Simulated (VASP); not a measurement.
# Sn (P6_3/mmc) in VASP: further runs

The runs below take Sn through single point, with revPBE.

Program: VASP 6.6.1. These are calculated values, not measurements. Logs are shortened: lines on timing, memory, paths and dates and some standing lists are left out, and cuts for length are marked.

### 1 The cell of the first run

Symmetry: P6_3/mmc, No. 194, hexagonal system. Conventional cell: a = 3.414 Å, b = 3.414 Å, c = 11.272 Å, α = 90.00°, β = 90.00°, γ = 120.00°. Within 4.5 Å of Sn (site symmetry -3m) lie 12 Sn at 3.41 to 3.44 Å. Sn (site symmetry -6m2) has 12 Sn at 3.41 to 3.44 Å within 4.5 Å.

### 2 Single point, revPBE

Input file INCAR:

```
SYSTEM = Sn
PREC = Accurate ; ENCUT = 520
EDIFF = 1E-7 ; ISMEAR = -1
SIGMA = 0.1 ; LREAL = .False.
LASPH = .True. ; NELM = 80
ALGO = Normal ; ISIF = 2
LWAVE = .False. ; LCHARG = .False.
GGA = RE ; NBANDS = 36
```

Input file KPOINTS:

```
Automatic mesh
0
Gamma
  11 11 3
  0 0 0
```

Input file POSCAR:

```
Sn
1.0
    3.4142877863      0.0000000000      0.0000000000
   -1.7071438931      2.9568599587      0.0000000000
    0.0000000000      0.0000000000     11.2722755029
Sn
4
Direct
    0.0000000000      0.0000000000      0.0000000000
    0.0000000000      0.0000000000      0.5000000000
    0.3333333333      0.6666666667      0.2500000000
    0.6666666667      0.3333333333      0.7500000000
```

Potentials or basis: VASP PAW PBE potentials, release 64 (Sn_d).

Command:

```
cat potpaw_PBE.64/Sn_d/POTCAR > POTCAR
mpirun -np 1 vasp_std > vasp.out
```

OUTCAR:

```text
SYSTEM = Sn
   PREC = Accurate
   ENCUT = 520
   EDIFF = 1E-7
   ISMEAR = -1
   LREAL = .False.
   LASPH = .True.
   NELM = 80
   ISIF = 2
   GGA = RE

 ion  position               nearest neighbor table
   1  0.000  0.000  0.000-   3 3.44   4 3.44   3 3.44   4 3.44   4 3.44   3 3.44
   2  0.000  0.000  0.500-   3 3.44   4 3.44   3 3.44   4 3.44   4 3.44   3 3.44
   3  0.333  0.667  0.250-   1 3.44   2 3.44   1 3.44   2 3.44   1 3.44   2 3.44
   4  0.667  0.333  0.750-   1 3.44   2 3.44   1 3.44   2 3.44   1 3.44   2 3.44

  LATTYP: Found a hexagonal cell.
 ALAT       =     3.4142877863
 C/A-ratio  =     3.3015012818

  Lattice vectors:

 A1 = (   3.4142877863,   0.0000000000,   0.0000000000)
 A2 = (  -1.7071438931,   2.9568599587,   0.0000000000)
 A3 = (   0.0000000000,   0.0000000000,  11.2722755029)

Analysis of symmetry for initial positions (statically):
=====================================================================
 Subroutine PRICEL returns:
 Original cell was already a primitive cell.

 Routine SETGRP: Setting up the symmetry group for a
 hexagonal supercell.

 Subroutine GETGRP returns: Found 24 space group operations
 (whereof 12 operations were pure point group operations)
 out of a pool of 24 trial point group operations.

The static configuration has the point symmetry D_3d.
 The point group associated with its full space group is D_6h.

Analysis of symmetry for dynamics (positions and initial velocities):
=====================================================================
 Subroutine PRICEL returns:
 Original cell was already a primitive cell.

 Routine SETGRP: Setting up the symmetry group for a
 hexagonal supercell.

 Subroutine GETGRP returns: Found 24 space group operations
 (whereof 12 operations were pure point group operations)
 out of a pool of 24 trial point group operations.

The dynamic configuration has the point symmetry D_3d.
 The point group associated with its full space group is D_6h.

 Subroutine INISYM returns: Found 24 space group operations
 (whereof 12 operations are pure point group operations),
 and found     1 'primitive' translations

----------------------------------------------------------------------------------------

                                     Primitive cell

  volume of cell :     113.8001

  direct lattice vectors                    reciprocal lattice vectors
[... 83 lines left out ...]
   ISTART =      0    job   : 0-new  1-cont  2-samecut
   ICHARG =      2    charge: 1-file 2-atom 10-const
   ISPIN  =      1    spin polarized calculation?
   LNONCOLLINEAR =      F non collinear calculations
   LSORBIT =      F    spin-orbit coupling
   LASPH  =      T    aspherical Exc in radial PAW
   ENCUT  =  520.0 eV  38.22 Ry    6.18 a.u.   6.35  6.35 20.96*2*pi/ulx,y,z
   NELM   =     80;   NELMIN=  2; NELMDL= -5     # of ELM steps
   EDIFF  = 0.1E-06   stopping-criterion for ELM
   LREAL  =      F    real-space projection
   EDIFFG = 0.1E-05   stopping-criterion for IOM
   NSW    =      0    number of steps for IOM
   IBRION =     -1    ionic relax: 0-MD 1-quasi-New 2-CG
   NFREE  =      0    steps in history (QN), initial steepest desc. (CG)
   ISIF   =      2    stress and relaxation
   ISYM   =      2    0-nonsym 1-usesym 2-fastsym
   POTIM  = 0.5000    time-step for ionic-motion
   TEBEG  =    0.0;   TEEND  =   0.0 temperature during run
   PSTRESS=    0.0 pullay stress
   NELECT =      56.0000    total number of electrons
   NUPDOWN=      -1.0000    fix difference up-down
   EMIN   =  10.00;   EMAX   =-10.00  energy-range for DOS
   EFERMI =   0.00;   METHOD = LEGACY
   ISMEAR =    -1;   SIGMA  =   0.10  broadening in eV -4-tet -1-fermi 0-gaus
   EFERMI_NEDOS =   21; number of points for ismear=-14 and -15
   IALGO  =     38    algorithm
   IMIX   =      4    mixing-type and parameters
     AMIX     =   0.40;   BMIX     =  1.00
     AMIX_MAG =   1.60;   BMIX_MAG =  1.00
  volume/ion in A,a.u.               =      28.45       191.99
  Fermi-wavevector in a.u.,A,eV,Ry     =   1.292479  2.442430 22.728544  1.670501
  Thomas-Fermi vector in A             =   2.424184
   LORBIT       =      0    0 simple, 1 ext, 2 COOP (PROOUT), +10 PAW based schemes
   GGA     = RE    functional components
   LHFCALC =     F    Hartree Fock is set to
   AEXX    =    0.0000 exact exchange contribution
   IVDW    =     0    specifies the selected vdW correction
   LEPSILON=     F    determine dielectric tensor
   LRPA    =     F    only Hartree local field effects (RPA)
 non-spin polarized calculation
  energy-cutoff  :      520.00
  volume of cell :      113.80
 maximum number of plane-waves:      3090
 NGX is ok and might be reduce to    28
   NGX = 13   NGY = 13   NGZ = 41

 number of electron      56.0000023 magnetization

 Free energy of the ion-electron system (eV)
  ---------------------------------------------------
  ext. energy  EPLUGINS =         0.00000000
  ---------------------------------------------------
  free energy    TOTEN  =       -13.97344729 eV

  energy without entropy =      -13.91023962  energy(sigma->0) =      -13.94184345

 E-fermi :   7.6905     XC(G=0): -10.0955

 val. band max:        7.6337525765   @ k =   0.2727   0.2727   0.0000
 cond. band min:       7.7217747210   @ k =   0.1818   0.1818   0.3333
 fundamental gap:      0.0880221445
 Fermi energy:         7.6904632390

 k-point     1 :       0.0000    0.0000    0.0000
  band No.  band energies     occupation
      1     -13.9406      2.00000
      2     -13.9392      2.00000
      3     -13.9299      2.00000
      4     -13.9299      2.00000
      5     -13.9222      2.00000
      6     -13.9222      2.00000
[... 925 lines left out ...]
     35      12.9562      0.00000
     36      13.7231      0.00000

 [... further k-points ...]
[... 5 lines left out ...]
  --------------------------------------------------------------------------------------
  -------------------------------------------------------------------------------------
  Total       -0.0490772     -0.0490772     -0.0398515     -0.0000000      0.0000000      0.0000000
  in kB       -0.6909522     -0.6909522     -0.5610648     -0.0000000      0.0000000      0.0000000
  external PRESSURE =      -0.6476564 kB  Pullay stress =       0.0000000 kB

 VOLUME and BASIS-vectors are now :
 -----------------------------------------------------------------------------
  energy-cutoff  :      520.00
  volume of cell :      113.80
      direct lattice vectors                 reciprocal lattice vectors
     3.414287786  0.000000000  0.000000000     0.292886852  0.169098303  0.000000000
    -1.707143893  2.956859959  0.000000000     0.000000000  0.338196605  0.000000000
     0.000000000  0.000000000 11.272275503     0.000000000  0.000000000  0.088713233

 POSITION                                       TOTAL-FORCE (eV/Angst)
 -----------------------------------------------------------------------------------
      0.00000      0.00000      0.00000        -0.000000      0.000000      0.000000
      0.00000      0.00000      5.63614        -0.000000      0.000000      0.000000
     -0.00000      1.97124      2.81807         0.000000     -0.000000      0.000000
      1.70714      0.98562      8.45421        -0.000000      0.000000     -0.000000
 -----------------------------------------------------------------------------------
    total drift:                                0.000000     -0.000000      0.000000

  FREE ENERGIE OF THE ION-ELECTRON SYSTEM (eV)
  ---------------------------------------------------
  free  energy   TOTEN  =       -13.9734472856 eV

  energy  without entropy=      -13.9102396228  energy(sigma->0) =      -13.94184345
```

OSZICAR:

```text
N       E                     dE             d eps       ncg     rms          rms(c)
DAV:   1     0.554251904667E+03    0.55425E+03   -0.28096E+04  2316   0.243E+03
DAV:   2     0.615672490117E+02   -0.49268E+03   -0.48507E+03  2304   0.582E+02
DAV:   3    -0.103302882296E+02   -0.71898E+02   -0.70688E+02  2576   0.194E+02
DAV:   4    -0.138869490474E+02   -0.35567E+01   -0.35256E+01  2644   0.459E+01
DAV:   5    -0.140072008643E+02   -0.12025E+00   -0.12022E+00  3220   0.833E+00    0.248E+00
DAV:   6    -0.139815496565E+02    0.25651E-01   -0.59458E-02  2920   0.267E+00    0.135E+00
DAV:   7    -0.139736017204E+02    0.79479E-02   -0.36673E-02  2740   0.206E+00    0.198E-01
DAV:   8    -0.139733697054E+02    0.23202E-03   -0.26633E-03  2700   0.997E-01    0.471E-02
DAV:   9    -0.139734486945E+02   -0.78989E-04   -0.76903E-04  2760   0.351E-01    0.191E-02
DAV:  10    -0.139734414262E+02    0.72683E-05   -0.10453E-04  3280   0.980E-02    0.107E-02
DAV:  11    -0.139734462472E+02   -0.48210E-05   -0.14057E-05  2564   0.468E-02    0.298E-03
DAV:  12    -0.139734474765E+02   -0.12293E-05   -0.19051E-06  2948   0.303E-02    0.680E-04
DAV:  13    -0.139734477267E+02   -0.25028E-06   -0.42266E-07  1872   0.899E-03    0.743E-04
DAV:  14    -0.139734470725E+02    0.65422E-06   -0.18473E-07  1252   0.576E-03    0.343E-04
DAV:  15    -0.139734472668E+02   -0.19424E-06   -0.35799E-08  1240   0.311E-03    0.750E-05
DAV:  16    -0.139734472856E+02   -0.18811E-07   -0.11283E-08  1228   0.156E-03
   1 F= -.13973447E+02 E0= -.13941843E+02  d E =-.632077E-01
```

stdout:

```text
POSCAR found type information on POSCAR Sn
 POSCAR found :  1 types and       4 ions
 scaLAPACK will be used
 -----------------------------------------------------------------------------
|                                                                             |
|                                                                             |
|     You enforced a specific xc type in the INCAR file but a different       |
|     I HOPE YOU KNOW WHAT YOU ARE DOING!                                     |
|                                                                             |
 -----------------------------------------------------------------------------

 LDA part: xc-table for (Slater+PW92), standard interpolation
 POSCAR, INCAR and KPOINTS ok, starting setup
 FFT: planning ... GRIDC
 FFT: planning ... GRID_SOFT
 FFT: planning ... GRID
 WAVECAR not read
 entering main loop
```

Wall time 4.4 min (1 thread of AMD EPYC 7R13, shared host); peak memory 0.25 GiB.

What came out:

```yaml
Free_energy: -13.9734 eV
Pressure: -0.1 GPa
Band_gap_on_the_k_mesh: zero (band 28 reaches 13.42 eV, above the bottom of band 29 at 6.06 eV)
```

Caveat: the PAW data sets were made with another functional, which shifts forces and pressure a little; spin-orbit coupling is left out, which moves the levels of the heavy elements.

### 3 Single point, revPBE (volume scaled by 0.88)

Input file INCAR:

```
SYSTEM = Sn
  PREC = Accurate
  ENCUT = 520
  EDIFF = 1E-7
  ISMEAR = -1
  SIGMA = 0.1
  LREAL = .FALSE.
  LASPH = .TRUE.
  NELM = 80
  ALGO = Normal
  ISIF = 2
  LWAVE = .FALSE.
  LCHARG = .FALSE.
  GGA = RE
  NBANDS = 36
```

Input file KPOINTS:

```
regular mesh
0
G
  12 12 4
  0 0 0
```

Input file POSCAR:

```
Sn
1.0
    3.2718572594      0.0000000000      0.0000000000
   -1.6359286297      2.8335115042      0.0000000000
    0.0000000000      0.0000000000     10.8020409358
Sn
4
Direct
    0.0000000000      0.0000000000      0.0000000000
    0.0000000000      0.0000000000      0.5000000000
    0.3333333333      0.6666666667      0.2500000000
    0.6666666667      0.3333333333      0.7500000000
```

Potentials or basis: VASP PAW PBE potentials, release 64 (Sn_d).

Command:

```
cat potpaw_PBE.64/Sn_d/POTCAR > POTCAR
mpirun -np 1 vasp_std > vasp.out
```

It took 5.3 min on 1 thread of AMD EPYC 7R13, shared host; peak memory 0.26 GiB.

Results (log left out):

| Quantity | Value |
| --- | --- |
| Free energy | -13.6338 eV |
| Pressure | 7.7 GPa |
| Band gap on the k mesh | zero (band 28 reaches 15.73 eV, above the bottom of band 29 at 6.47 eV) |

Stress tensor (GPa, compression positive):
```
7.88 0.00 0.00
0.00 7.88 0.00
0.00 0.00 7.44
```

Levels at points of the mesh, in eV from the Fermi level:
```tsv
k point	band 24	band 25	band 26	band 27	band 28	band 29	band 30	band 31	band 32	band 33
(0.00, 0.00, 0.00)	-7.00	-5.10	0.96	0.96	6.43	6.43	7.24	7.24	7.39	7.39
(0.50, 0.00, 0.00)	-5.38	-4.82	-4.52	-2.07	-1.78	-0.45	0.46	2.29	3.74	3.75
(0.00, 0.00, 0.50)	-8.68	-2.74	-2.74	5.16	5.16	6.68	6.68	6.68	6.68	8.05
(0.50, 0.00, 0.50)	-6.01	-3.69	-3.69	-3.22	-3.22	1.45	1.45	2.67	2.67	2.93
```

Caveat: the PAW data sets were made with another functional, which shifts forces and pressure a little; spin-orbit coupling is left out, which moves the levels of the heavy elements.

### 4 Single point, revPBE (volume scaled by 0.92)

Input file INCAR:

```
PREC = Accurate
ENCUT = 520
EDIFF = 1E-7
ISMEAR = -1
SIGMA = 0.1
LREAL = False
LASPH = True
NELM = 80
ALGO = Normal
ISIF = 2
LWAVE = False
LCHARG = False
GGA = RE
NBANDS = 36
```

Input file KPOINTS:

```
Automatic mesh
0
Gamma
  12 12 4
```

Input file POSCAR:

```
Sn
1.0
    3.3206981504      0.0000000000      0.0000000000
   -1.6603490752      2.8758089566      0.0000000000
    0.0000000000      0.0000000000     10.9632892002
Sn
4
Direct
    0.0000000000      0.0000000000      0.0000000000
    0.0000000000      0.0000000000      0.5000000000
    0.3333333333      0.6666666667      0.2500000000
    0.6666666667      0.3333333333      0.7500000000
```

Command:

```
cat potpaw_PBE.64/Sn_d/POTCAR > POTCAR
mpirun -np 1 vasp_std > vasp.out
```

Run time: 7.5 min. Hardware: 1 thread of AMD EPYC 7R13, shared host; peak memory 0.3 GiB.

The run converged. Its results:

- Free energy: -13.8089 eV
- Pressure: 4.6 GPa
- Band gap on the k mesh: zero (band 28 reaches 14.88 eV, above the bottom of band 29 at 6.05 eV)

Stress tensor (GPa, compression positive):
```
4.71 0.00 0.00
0.00 4.71 0.00
0.00 0.00 4.40
```

Levels at points of the mesh, in eV from the Fermi level:
```csv
k point,band 25,band 26,band 27,band 28,band 29,band 30,band 31,band 32
"(0.00, 0.00, 0.00)",-4.85,0.91,0.91,6.16,6.16,6.93,6.93,7.07
"(0.50, 0.00, 0.00)",-4.58,-4.29,-2.08,-1.74,-0.38,0.49,2.24,3.62
"(0.00, 0.00, 0.50)",-2.65,-2.65,4.96,4.96,6.39,6.39,6.39,6.39
"(0.50, 0.00, 0.50)",-3.59,-3.59,-3.09,-3.09,1.40,1.40,2.60,2.60
```

Caveat: the PAW data sets were made with another functional, which shifts forces and pressure a little; spin-orbit coupling is left out, which moves the levels of the heavy elements.

### 5 Single point, revPBE (volume scaled by 0.96)

Input file INCAR:

```
SYSTEM = Sn
PREC     = Accurate       ! precision mode
ENCUT    = 520            ! plane-wave cutoff, eV
EDIFF    = 1E-7           ! SCF threshold, eV
ISMEAR   = -1             ! smearing method
SIGMA    = 0.1            ! smearing width, eV
LREAL    = .False.        ! projectors in reciprocal space
LASPH    = .True.         ! aspherical terms in the spheres
NELM     = 80             ! most SCF steps
ALGO     = Normal         ! electronic algorithm
ISIF     = 2              ! what is computed and relaxed
LWAVE    = .False.        ! write WAVECAR
LCHARG   = .False.        ! write CHGCAR
GGA      = RE             ! functional
NBANDS   = 36             ! bands
```

Input file KPOINTS:

```
Automatic mesh
0
Gamma
  12 12 4
  0 0 0
```

Input file POSCAR:

```
Sn
1.0
    3.3681431055      0.0000000000      0.0000000000
   -1.6840715527      2.9168974929      0.0000000000
    0.0000000000      0.0000000000     11.1199287802
Sn
4
Direct
    0.0000000000      0.0000000000      0.0000000000
    0.0000000000      0.0000000000      0.5000000000
    0.3333333333      0.6666666667      0.2500000000
    0.6666666667      0.3333333333      0.7500000000
```

Command:

```
cat potpaw_PBE.64/Sn_d/POTCAR > POTCAR
mpirun -np 1 vasp_std > vasp.out
```

Run time: 7.9 min. Hardware: 1 thread of AMD EPYC 7R13, shared host; peak memory 0.31 GiB.

Results (log left out):

| Property | Result |
| --- | --- |
| Free energy | -13.9048 eV |
| Pressure | 2.1 GPa |
| Band gap on the k mesh | zero (band 28 reaches 14.10 eV, above the bottom of band 29 at 5.67 eV) |

Stress tensor (GPa, compression positive):
```
2.19 0.00 0.00
0.00 2.19 0.00
0.00 0.00 1.99
```

Levels at points of the mesh, in eV from the Fermi level:
```
           k point  band 25  band 26  band 27  band 28  band 29  band 30  band 31  band 32
(0.00, 0.00, 0.00)    -4.62     0.86     0.86     5.91     5.91     6.64     6.64     6.76
(0.50, 0.00, 0.00)    -4.37    -4.09    -2.08    -1.71    -0.32     0.52     2.18     3.50
(0.00, 0.00, 0.50)    -2.56    -2.56     4.76     4.76     6.13     6.13     6.13     6.13
(0.50, 0.00, 0.50)    -3.49    -3.49    -2.96    -2.96     1.35     1.35     2.53     2.53
```

Caveat: the PAW data sets were made with another functional, which shifts forces and pressure a little; spin-orbit coupling is left out, which moves the levels of the heavy elements.

### 6 Single point, revPBE

Input file INCAR:

```
SYSTEM = Sn
  PREC = Accurate
  ENCUT = 520
  EDIFF = 1E-7
  ISMEAR = -1
  SIGMA = 0.1
  LREAL = .False.
  LASPH = .True.
  NELM = 60
  ALGO = Normal
  ISIF = 2
  LWAVE = .False.
  LCHARG = .False.
  GGA = RE
  NBANDS = 36
```

KPOINTS is that of step 5.

Input file POSCAR:

```
Sn
1.0
    3.4142877863      0.0000000000      0.0000000000
   -1.7071438931      2.9568599587      0.0000000000
    0.0000000000      0.0000000000     11.2722755029
Sn
4
Direct
    0.0000000000      0.0000000000      0.0000000000
    0.0000000000      0.0000000000      0.5000000000
    0.3333333333      0.6666666667      0.2500000000
    0.6666666667      0.3333333333      0.7500000000
```

Potentials or basis: VASP PAW PBE potentials, release 64 (Sn_d).

Command:

```
cat potpaw_PBE.64/Sn_d/POTCAR > POTCAR
mpirun -np 1 vasp_std > vasp.out
```

Run time: 6.5 min. Hardware: 1 thread of AMD EPYC 7R13, shared host; peak memory 0.31 GiB.

Results (log left out):

* Free energy: -13.9375 eV
* Pressure: 0.1 GPa
* Band gap on the k mesh: zero (band 28 reaches 13.38 eV, above the bottom of band 29 at 5.32 eV)

Stress tensor (GPa, compression positive):
```
0.19 0.00 0.00
0.00 0.19 0.00
0.00 0.00 0.04
```

Levels at points of the mesh, in eV from the Fermi level:
| k point | band 25 | band 26 | band 27 | band 28 | band 29 | band 30 | band 31 | band 32 |
| --- | --- | --- | --- | --- | --- | --- | --- | --- |
| (0.00, 0.00, 0.00) | -4.40 | 0.81 | 0.81 | 5.66 | 5.66 | 6.37 | 6.37 | 6.48 |
| (0.50, 0.00, 0.00) | -4.18 | -3.90 | -2.07 | -1.68 | -0.27 | 0.53 | 2.13 | 3.39 |
| (0.00, 0.00, 0.50) | -2.48 | -2.48 | 4.57 | 4.57 | 5.87 | 5.87 | 5.87 | 5.87 |
| (0.50, 0.00, 0.50) | -3.39 | -3.39 | -2.85 | -2.85 | 1.30 | 1.30 | 2.46 | 2.46 |

Caveat: the PAW data sets were made with another functional, which shifts forces and pressure a little; spin-orbit coupling is left out, which moves the levels of the heavy elements.

### 7 Summary

| cell | k mesh | gap on the mesh (eV) | pressure (GPa) |
| --- | --- | --- | --- |
| a = 3.414, b = 3.414, c = 11.272 Å, angles 90.0, 90.0, 120.0°, 4 atoms | 11 × 11 × 3 | none | -0.1 |
| a = 3.272, b = 3.272, c = 10.802 Å, angles 90.0, 90.0, 120.0°, 4 atoms | 12 × 12 × 4 | none | 7.7 |
| a = 3.321, b = 3.321, c = 10.963 Å, angles 90.0, 90.0, 120.0°, 4 atoms | 12 × 12 × 4 | none | 4.6 |
| a = 3.368, b = 3.368, c = 11.120 Å, angles 90.0, 90.0, 120.0°, 4 atoms | 12 × 12 × 4 | none | 2.1 |
| a = 3.414, b = 3.414, c = 11.272 Å, angles 90.0, 90.0, 120.0°, 4 atoms | 12 × 12 × 4 | none | 0.1 |

Alike in all rows: task single point; level revPBE; potentials or basis VASP PAW PBE potentials, release 64 (Sn_d); no spin polarisation; cutoff (eV) 520; smearing fermi-dirac 0.1 eV.

Caveats: the PAW data sets were made with another functional, which shifts forces and pressure a little; spin-orbit coupling is left out, which moves the levels of the heavy elements.

Absolute energies hang on the potentials; compare differences alone.
